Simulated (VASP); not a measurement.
Here is a VASP 6.6.1 calculation.

File INCAR:

```
PREC = Accurate
ENCUT = 520
EDIFF = 1E-6
ISMEAR = 0
SIGMA = 0.2
LREAL = F
LASPH = T
NELM = 100
ALGO = Normal
ISIF = 2
LWAVE = F
LCHARG = T
GGA = PE
LELF = T
LVHAR = T
NBANDS = 40
```

The input KPOINTS:

```
regular mesh
0
Gamma
  5 5 4
```

POSCAR

```
Ga3O4
1.0
    5.8084977484     -1.5232398817      0.0864221797
    5.8084977484      1.5232398817      0.0864221797
   -2.3605438663      0.0000000000      4.5419479393
Ga O
3 4
Direct
    0.7196055840      0.7196055840      0.7136390009
    0.2803944160      0.2803944160      0.2863609991
    0.0000000000      0.0000000000      0.0000000000
    0.1435447331      0.1435447331      0.4497747004
    0.6493587937      0.6493587937      0.9923683459
    0.8564552669      0.8564552669      0.5502252996
    0.3506412063      0.3506412063      0.0076316541
```

Potentials or basis: VASP PAW PBE potentials, release 64 (Ga_d, O).

Run with:

```bash
$ cat potpaw_PBE.64/Ga_d/POTCAR potpaw_PBE.64/O/POTCAR > POTCAR
$ mpirun -np 1 vasp_std > vasp.out
```

(1) Predict the pressure.

(2) What does it give for the largest force?

Answers

(1) 0.5 GPa.

(2) 0.069 eV/Å.

Caveat: the k points lie up to 0.43 Å⁻¹ apart, too coarse for converged energies and pressures of a metal; an odd number of electrons without spin polarisation forces a metal; a magnetic or distorted state may lie lower.
